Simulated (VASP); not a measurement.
Ag, 1 atom in the cell. It takes space group Fm-3m (No. 225, cubic). The conventional cell has a = 4.085 Å, b = 4.085 Å, c = 4.085 Å, α = 90.00°, β = 90.00°, γ = 90.00°. Within 3.8 Å of Ag (site symmetry m-3m) lie 12 Ag at 2.89 Å. 

* Program: VASP 6.6.1
* Task: single point
* Functional: PBEsol
* Potentials or basis: VASP PAW PBE potentials, release 64 (Ag)
* Cutoff: 520 eV
* k mesh: 8 × 8 × 8
* Occupations: fermi-dirac, width 0.05 eV
* Spin: non-collinear spin, zero start, spin-orbit coupling
* Starting moments: [[0.0, 0.0, 0.0]] μB
* Dipole correction: no
* Further INCAR settings: ALGO = Normal; EDIFF = 1e-06; NBANDS = 22

Potentials or basis: VASP PAW PBE potentials, release 64 (Ag).

Command:

```sh
$ cat potpaw_PBE.64/Ag/POTCAR > POTCAR
$ mpirun -np 1 vasp_ncl > vasp.out
```

Hardware: 1 thread of Intel Xeon 6975P-C (shared host).

Estimate the wall time of this run.

Wall time 23 s on 1 thread of Intel Xeon 6975P-C (shared host), peak memory 0.2 GiB. Counts: scf iterations 11, k points 29.
